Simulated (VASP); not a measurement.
# K (Im-3m) in VASP: further runs

Runs on K. Level: r2SCAN. Tasks: single point, relaxation of cell and atoms.

All numbers are computed with VASP 6.6.1; they aren't measurements. Logs are shortened: lines on timing, memory, paths and dates and some standing lists are left out, and cuts for length are marked.

### 1 The cell of the first run

It takes space group Im-3m (No. 229, cubic). Conventional cell: a = 5.351 Å, b = 5.351 Å, c = 5.351 Å, α = 90.00°, β = 90.00°, γ = 90.00°.

### 2 Single point, r2SCAN

The input, POSCAR:

```
K
1.0
   -2.6752812993      2.6752812993      2.6752812993
    2.6752812993     -2.6752812993      2.6752812993
    2.6752812993      2.6752812993     -2.6752812993
K
1
Direct
    0.0000000000      0.0000000000      0.0000000000
```

The input, INCAR.step1:

```
PREC = Accurate
ENCUT = 550
ISMEAR = -1
SIGMA = 0.02
LREAL = False
LASPH = True
NELM = 120
NBANDS = 10
GGA = PE
ALGO = Normal
EDIFF = 1E-5
LWAVE = True
LCHARG = False
GGA_COMPAT = False
```

The input, INCAR.step2:

```
PREC = Accurate
ENCUT = 550
EDIFF = 1E-6
ISMEAR = -1
SIGMA = 0.02
LREAL = False
LASPH = True
NELM = 120
ALGO = Normal
ISIF = 2
LWAVE = False
LCHARG = False
METAGGA = R2SCAN
LMIXTAU = True
NBANDS = 10
ISTART = 1
GGA_COMPAT = False
```

The input, KPOINTS:

```
regular mesh
0
Gamma
  6 6 6
```

Potentials or basis: VASP PAW PBE potentials, release 64 (K_sv).

The run is started by

```
$ cat potpaw_PBE.64/K_sv/POTCAR > POTCAR
$ cp INCAR.step1 INCAR
$ mpirun -np 1 vasp_std > vasp.out
$ cp INCAR.step2 INCAR
$ mpirun -np 1 vasp_std > vasp.out
```

OUTCAR:

```text
PREC = Accurate
   ENCUT = 550
   EDIFF = 1E-6
   ISMEAR = -1
   LREAL = False
   LASPH = True
   NELM = 120
   ISIF = 2
   METAGGA = R2SCAN
   ISTART = 1

 ion  position               nearest neighbor table
   1  0.000  0.000  0.000-

  LATTYP: Found a body centered cubic cell.
 ALAT       =     5.3505625986

  Lattice vectors:

 A1 = (  -2.6752812993,   2.6752812993,   2.6752812993)
 A2 = (   2.6752812993,  -2.6752812993,   2.6752812993)
 A3 = (   2.6752812993,   2.6752812993,  -2.6752812993)

Analysis of symmetry for initial positions (statically):
=====================================================================
 Subroutine PRICEL returns:
 Original cell was already a primitive cell.

 Routine SETGRP: Setting up the symmetry group for a
 body centered cubic supercell.

 Subroutine GETGRP returns: Found 48 space group operations
 (whereof 48 operations were pure point group operations)
 out of a pool of 48 trial point group operations.

The static configuration has the point symmetry O_h .

Analysis of symmetry for dynamics (positions and initial velocities):
=====================================================================
 Subroutine PRICEL returns:
 Original cell was already a primitive cell.

 Routine SETGRP: Setting up the symmetry group for a
 body centered cubic supercell.

 Subroutine GETGRP returns: Found 48 space group operations
 (whereof 48 operations were pure point group operations)
 out of a pool of 48 trial point group operations.

The dynamic configuration has the point symmetry O_h .

 Subroutine INISYM returns: Found 48 space group operations
 (whereof 48 operations are pure point group operations),
 and found     1 'primitive' translations

----------------------------------------------------------------------------------------

                                     Primitive cell

  volume of cell :      76.5893

  direct lattice vectors                    reciprocal lattice vectors
    -2.675281299  2.675281299  2.675281299     0.000000000  0.186896234  0.186896234
     2.675281299 -2.675281299  2.675281299     0.186896234  0.000000000  0.186896234
     2.675281299  2.675281299 -2.675281299     0.186896234  0.186896234  0.000000000

  length of vectors
     4.633723135  4.633723135  4.633723135     0.264311189  0.264311189  0.264311189

  position of ions in fractional coordinates (direct lattice)
     0.000000000  0.000000000  0.000000000

  ion indices of the primitive-cell ions
   primitive index   ion index
                 1           1

----------------------------------------------------------------------------------------

 KPOINTS: regular mesh

Automatic generation of k-mesh.
 Grid dimensions read from file:
 generate k-points for:    6    6    6

 Generating k-lattice:

  Cartesian coordinates                     Fractional coordinates (reciprocal lattice)
     0.000000000  0.031149372  0.031149372     0.166666667  0.000000000  0.000000000
     0.031149372  0.000000000  0.031149372     0.000000000  0.166666667  0.000000000
     0.031149372  0.031149372  0.000000000     0.000000000  0.000000000  0.166666667

  Length of vectors
     0.044051865  0.044051865  0.044051865

  Shift w.r.t. Gamma in fractional coordinates (k-lattice)
     0.000000000  0.000000000  0.000000000

 Subroutine IBZKPT returns following result:
 ===========================================

 Found     16 irreducible k-points:

 Following reciprocal coordinates:
            Coordinates               Weight
  0.000000  0.000000  0.000000      1.000000
  0.166667  0.000000  0.000000     12.000000
  0.333333  0.000000  0.000000     12.000000
  0.500000  0.000000  0.000000      6.000000
  0.166667  0.166667  0.000000     24.000000
  0.333333  0.166667 -0.000000     48.000000
[... 8 lines left out ...]
  0.500000  0.500000  0.333333     12.000000
  0.500000  0.500000  0.500000      1.000000
   k-points           NKPTS =     16   k-points in BZ     NKDIM =     16   number of bands    NBANDS=     10
   number of dos      NEDOS =    301   number of ions     NIONS =      1
   total plane-waves  NPLWV =  46656
   dimension x,y,z NGX =    36 NGY =   36 NGZ =   36
   dimension x,y,z NGXF=    72 NGYF=   72 NGZF=   72
   ions per type =               1
   NGX,Y,Z   is equivalent  to a cutoff of  12.92, 12.92, 12.92 a.u.
   NGXF,Y,Z  is equivalent  to a cutoff of  25.83, 25.83, 25.83 a.u.
 SYSTEM =  unknown system
   PREC   = accura    normal or accurate (medium, high low for compatibility)
   ISTART =      1    job   : 0-new  1-cont  2-samecut
   ICHARG =      0    charge: 1-file 2-atom 10-const
   ISPIN  =      1    spin polarized calculation?
   LNONCOLLINEAR =      F non collinear calculations
   LSORBIT =      F    spin-orbit coupling
   LASPH  =      T    aspherical Exc in radial PAW
   ENCUT  =  550.0 eV  40.42 Ry    6.36 a.u.   8.86  8.86  8.86*2*pi/ulx,y,z
   NELM   =    120;   NELMIN=  2; NELMDL=  0     # of ELM steps
   EDIFF  = 0.1E-05   stopping-criterion for ELM
   LREAL  =      F    real-space projection
   EDIFFG = 0.1E-04   stopping-criterion for IOM
   NSW    =      0    number of steps for IOM
   IBRION =     -1    ionic relax: 0-MD 1-quasi-New 2-CG
   NFREE  =      0    steps in history (QN), initial steepest desc. (CG)
   ISIF   =      2    stress and relaxation
   ISYM   =      2    0-nonsym 1-usesym 2-fastsym
   POTIM  = 0.5000    time-step for ionic-motion
   TEBEG  =    0.0;   TEEND  =   0.0 temperature during run
   PSTRESS=    0.0 pullay stress
   NELECT =       9.0000    total number of electrons
   NUPDOWN=      -1.0000    fix difference up-down
   EMIN   =  10.00;   EMAX   =-10.00  energy-range for DOS
   EFERMI =   0.00;   METHOD = LEGACY
   ISMEAR =    -1;   SIGMA  =   0.02  broadening in eV -4-tet -1-fermi 0-gaus
   EFERMI_NEDOS =   21; number of points for ismear=-14 and -15
   IALGO  =     38    algorithm
   IMIX   =      4    mixing-type and parameters
     AMIX     =   0.40;   BMIX     =  1.00
     AMIX_MAG =   1.60;   BMIX_MAG =  1.00
  volume/ion in A,a.u.               =      76.59       516.85
  Fermi-wavevector in a.u.,A,eV,Ry     =   0.801862  1.515299  8.748307  0.642982
  Thomas-Fermi vector in A             =   1.909430
   LORBIT       =      0    0 simple, 1 ext, 2 COOP (PROOUT), +10 PAW based schemes
   METAGGA = R2SCAN    functional components
   LHFCALC =     F    Hartree Fock is set to
   AEXX    =    0.0000 exact exchange contribution
   IVDW    =     0    specifies the selected vdW correction
   LEPSILON=     F    determine dielectric tensor
   LRPA    =     F    only Hartree local field effects (RPA)
 non-spin polarized calculation
  energy-cutoff  :      550.00
  volume of cell :       76.59
 maximum number of plane-waves:      2258
   NGX = 17   NGY = 17   NGZ = 17

 number of electron       9.0000000 magnetization

 Free energy of the ion-electron system (eV)
  ---------------------------------------------------
  ext. energy  EPLUGINS =         0.00000000
  ---------------------------------------------------
  free energy    TOTEN  =        -5.99072588 eV

  energy without entropy =       -5.98463416  energy(sigma->0) =       -5.98768002

 E-fermi :  -0.1245     XC(G=0):  -5.8047

 val. band max:       -0.4136826625   @ k =   0.1667   0.1667   0.1667
 cond. band min:      -0.1194965383   @ k =   0.3333   0.1667  -0.0000
 fundamental gap:      0.2941861242
 Fermi energy:        -0.1245228348

 k-point     1 :       0.0000    0.0000    0.0000
  band No.  band energies     occupation
      1     -33.8329      2.00000
      2     -16.5071      2.00000
      3     -16.5071      2.00000
      4     -16.5071      2.00000
      5      -2.3968      2.00000
      6       4.5616      0.00000
      7       4.5617      0.00000
      8       4.5617      0.00000
      9       5.5002      0.00000
     10       5.5002      0.00000

 k-point     2 :       0.1667    0.0000    0.0000
  band No.  band energies     occupation
      1     -33.8320      2.00000
      2     -16.5223      2.00000
      3     -16.5121      2.00000
      4     -16.5071      2.00000
      5      -2.0437      2.00000
      6       3.8316      0.00000
      7       4.1397      0.00000
      8       4.8360      0.00000
      9       5.2392      0.00000
     10       5.4157      0.00000

 k-point     3 :       0.3333    0.0000    0.0000
  band No.  band energies     occupation
      1     -33.8302      2.00000
      2     -16.5524      2.00000
      3     -16.5221      2.00000
      4     -16.5071      2.00000
      5      -1.0409      2.00000
      6       2.1569      0.00000
      7       3.5521      0.00000
      8       5.3487      0.00000
      9       5.5092      0.00000
     10       5.6310      0.00000

 k-point     4 :       0.5000    0.0000    0.0000
  band No.  band energies     occupation
      1     -33.8293      2.00000
      2     -16.5672      2.00000
      3     -16.5271      2.00000
      4     -16.5071      2.00000
      5       0.4210      0.00000
      6       0.4689      0.00000
      7       3.3233      0.00000
      8       5.1977      0.00000
      9       6.0538      0.00000
     10       6.1071      0.00000
[... 118 lines left out ...]
 k-point    14 :      -0.3333    0.3333    0.3333
  band No.  band energies     occupation
      1     -33.8280      2.00000
      2     -16.5465      2.00000
      3     -16.5388      2.00000
      4     -16.5388      2.00000
      5       0.1439      0.00000
      6       2.2301      0.00000
      7       3.5132      0.00000
      8       3.5133      0.00000
      9       4.2985      0.00000
     10       5.9925      0.00000

 k-point    15 :       0.5000    0.5000    0.3333
  band No.  band energies     occupation
      1     -33.8272      2.00000
      2     -16.5544      2.00000
      3     -16.5444      2.00000
      4     -16.5395      2.00000
      5       1.1824      0.00000
      6       1.4700      0.00000
      7       3.1565      0.00000
      8       3.4707      0.00000
      9       4.3287      0.00000
     10       6.5703      0.00000

 k-point    16 :       0.5000    0.5000    0.5000
  band No.  band energies     occupation
      1     -33.8265      2.00000
      2     -16.5501      2.00000
      3     -16.5501      2.00000
      4     -16.5501      2.00000
      5       1.6498      0.00000
      6       1.6498      0.00000
      7       3.5114      0.00000
      8       3.5116      0.00000
      9       3.5116      0.00000
     10       6.0760      0.00000

------------------------ aborting loop because EDIFF is reached ----------------------------------------

  FORCE on cell =-STRESS in cart. coord.  units (eV):
  Direction    XX          YY          ZZ          XY          YZ          ZX
  --------------------------------------------------------------------------------------
  -------------------------------------------------------------------------------------
  Total        0.0004157      0.0004157      0.0004157     -0.0000000      0.0000000     -0.0000000
  in kB        0.0086956      0.0086956      0.0086956     -0.0000000      0.0000000     -0.0000000
  external PRESSURE =       0.0086956 kB  Pullay stress =       0.0000000 kB

 VOLUME and BASIS-vectors are now :
 -----------------------------------------------------------------------------
  energy-cutoff  :      550.00
  volume of cell :       76.59
      direct lattice vectors                 reciprocal lattice vectors
    -2.675281299  2.675281299  2.675281299     0.000000000  0.186896234  0.186896234
     2.675281299 -2.675281299  2.675281299     0.186896234  0.000000000  0.186896234
     2.675281299  2.675281299 -2.675281299     0.186896234  0.186896234  0.000000000

 POSITION                                       TOTAL-FORCE (eV/Angst)
 -----------------------------------------------------------------------------------
      0.00000      0.00000      0.00000         0.000000      0.000000      0.000000
 -----------------------------------------------------------------------------------
    total drift:                               -0.000000     -0.000000      0.000000

  FREE ENERGIE OF THE ION-ELECTRON SYSTEM (eV)
  ---------------------------------------------------
  free  energy   TOTEN  =        -5.9907258771 eV

  energy  without entropy=       -5.9846341596  energy(sigma->0) =       -5.98768002
```

It took 42 s on 1 thread of AMD EPYC 9R45 (Zen 5), shared host; peak memory 0.18 GiB.

Results:

```yaml
Free_energy: -5.9907 eV
Pressure: 0.0 GPa
Band_gap_on_the_k_mesh: zero (an odd number of electrons rules out a gap without spin polarisation)
```

Levels at points of the mesh, in eV from the Fermi level:
| k point | band 2 | band 3 | band 4 | band 5 | band 6 | band 7 |
| --- | --- | --- | --- | --- | --- | --- |
| (0.00, 0.00, 0.00) | -16.38 | -16.38 | -16.38 | -2.27 | 4.69 | 4.69 |
| (0.50, 0.00, 0.00) | -16.44 | -16.40 | -16.38 | 0.55 | 0.59 | 3.45 |
| (0.50, 0.50, 0.50) | -16.43 | -16.43 | -16.43 | 1.77 | 1.77 | 3.64 |

Caveat: the PAW data sets were made with another functional, which shifts forces and pressure a little.

[end of part 1 of 2]

The gap in the log of VASP goes by the Fermi energy; the results here count the filled bands.